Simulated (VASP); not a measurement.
Write the native input for VASP 6.6.1 that does the following.

```
Task                   : single point
Functional             : PBE
Potentials or basis    : VASP PAW PBE potentials, release 64 (B, N)
Cutoff                 : 520 eV
k mesh                 : 12 × 12 × 4
Occupations            : gaussian, width 0.05 eV
Spin                   : no spin polarisation
Dipole correction      : no
Further INCAR settings : ALGO = Normal; EDIFF = 1e-06; NBANDS = 16
```

The structure of BN lies in POSCAR:

```
BN
1.0
    2.5039917043      0.0000000000      0.0000000000
   -1.2519958522      2.1685204268      0.0000000000
    0.0000000000      0.0000000000      6.6612000000
B N
2 2
Direct
    0.3333333333      0.6666666667      0.2500000000
    0.6666666667      0.3333333333      0.7500000000
    0.3256322299      0.6628161150      0.7500000000
    0.6666666667      0.3333333333      0.2500000000
```

This cell differs from its parent crystal: atom 3 (N) moved +0.017 Å towards its neighbour atom 2 (B) at 1.446 Å.

The input as run:

INCAR

```
PREC = Accurate
ENCUT = 520
EDIFF = 1E-6
ISMEAR = 0
SIGMA = 0.05
LREAL = F
LASPH = T
NELM = 80
ALGO = Normal
ISIF = 2
LWAVE = F
LCHARG = F
GGA = PE
NBANDS = 16
```

KPOINTS

```
Automatic mesh
0
Gamma
  12 12 4
```

Potentials or basis: VASP PAW PBE potentials, release 64 (B, N).

Run with:

```sh
$ cat potpaw_PBE.64/B/POTCAR potpaw_PBE.64/N/POTCAR > POTCAR
$ mpirun -np 1 vasp_std > vasp.out
```

Results of the run:

| Item | Value |
| --- | --- |
| Pressure | 3.4 GPa |
| Largest force | 0.709 eV/Å |
| Band gap on the k mesh | 4.25 eV, indirect (least direct gap 4.64 eV) |

Caveat: the cell differs from its parent crystal (atom 3 (N) moved +0.017 Å towards its neighbour atom 2 (B) at 1.446 Å); this functional lacks dispersion, which binds the layers, so the pressure and a relaxed spacing across them are unreliable.

Wall time 40 s on 1 thread of Intel(R) Xeon(R) 6975P-C (Granite Rapids) (shared host), peak memory 0.18 GiB.
